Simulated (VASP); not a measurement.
The system is Ga3Se.

```xyz
4
Lattice="4.4325 0.0000 0.0000 0.0000 4.4325 0.0000 0.0000 0.0000 4.4325" Properties=species:S:1:pos:R:3 pbc="T T T"
Ga    0.0000    2.2162    2.2162
Ga    2.2162    0.0000    2.2162
Ga    2.2162    2.2162    0.0000
Se    0.0000    0.0000    0.0000
```

Base run:

* Program: VASP 6.6.1
* Functional: PBEsol
* Potentials or basis: VASP PAW PBE potentials, release 64 (Ga_d, Se)
* Cutoff: 520 eV
* k mesh: 6 × 6 × 6
* Occupations: gaussian, width 0.1 eV
* Spin: no spin polarisation

Its results: band gap on the k mesh zero (an odd number of electrons rules out a gap without spin polarisation); pressure -3.6 GPa.

Q: After a change of settings the same cell gave: band gap on the k mesh zero (an odd number of electrons rules out a gap without spin polarisation); pressure -3.1 GPa. Which change was it?
A. k mesh from 6 × 6 × 6 to 1 × 1 × 1
B. k mesh from 6 × 6 × 6 to 4 × 4 × 4
C. k mesh from 6 × 6 × 6 to 2 × 2 × 2

A: B.

Caveats: the cell stands under tension; the PAW data sets were made with another functional, which shifts forces and pressure a little.
